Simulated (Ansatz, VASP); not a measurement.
## Nb: VASP beside Ansatz

POSCAR

```
Nb
1.0
    0.0000000000      2.0092500000      2.2207500000
    2.0092500000      0.0000000000      2.2207500000
    2.0092500000      2.0092500000      0.0000000000
Nb
1
Direct
    0.0000000000      0.0000000000      0.0000000000
```

The input INCAR.step1:

```
ALGO = Normal
EDIFF = 1E-4
ENCUT = 520
GGA = PE
ISMEAR = 0
LASPH = T
LCHARG = F
LREAL = F
LWAVE = T
NBANDS = 12
NELM = 80
PREC = Accurate
SIGMA = 0.15
```

The input INCAR.step2:

```
ALGO = Normal
EDIFF = 1E-7
ENCUT = 520
ISIF = 2
ISMEAR = 0
ISTART = 1
LASPH = T
LCHARG = F
LMIXTAU = T
LREAL = F
LWAVE = F
METAGGA = R2SCAN
NBANDS = 12
NELM = 80
PREC = Accurate
SIGMA = 0.15
```

Contents of KPOINTS:

```
k-points
0
Gamma
  20 20 20
```

Input for Ansatz:

```yaml
crystal:
  lattice:
    - [0.0, 2.00925, 2.22075]
    - [2.00925, 0.0, 2.22075]
    - [2.00925, 2.00925, 0.0]
  atoms:
    - { symbol: Nb, position: [0.0, 0.0, 0.0] }
basis:
  ecutwfc: 500
kpoints:
  mp_grid: { grid: [20, 20, 20] }
hamiltonian:
  xc: r2scan
scf:
  occupations: { method: gaussian, width: 0.15 }
output:
  forces: true
  stress: true
  eigenvalues: true
```

Change from the starting cell: strain -0.050 along x and y, +0.050 along z, atoms carried along.

Alike in both runs: task single point; functional r2SCAN; k mesh 20 × 20 × 20; occupations gaussian, width 0.15 eV; no spin polarisation.

```csv
,VASP,Ansatz
version,VASP 6.6.1,Ansatz 0.2.0
potentials or method,"VASP PAW PBE potentials, release 64 (Nb_sv), cutoff 520 eV","scalar-relativistic, plane waves, PAW"
valence electrons in the cell,13,13
```

Ansatz gave:

```
gap on the k mesh at the Fermi level (eV)                     : none
pressure (GPa)                                                : 5.8
traceless stress, the component that is largest in VASP (GPa) : 11.96
```

Problem. Estimate VASP's values.

Solution. gap on the k mesh at the Fermi level (eV): none; pressure (GPa): 5.6; traceless stress, the component that is largest in VASP (GPa): 11.92.

VASP's potentials were made for PBE, not for r2SCAN. A gap of «none» marks a metal or a gap that the smearing closes.
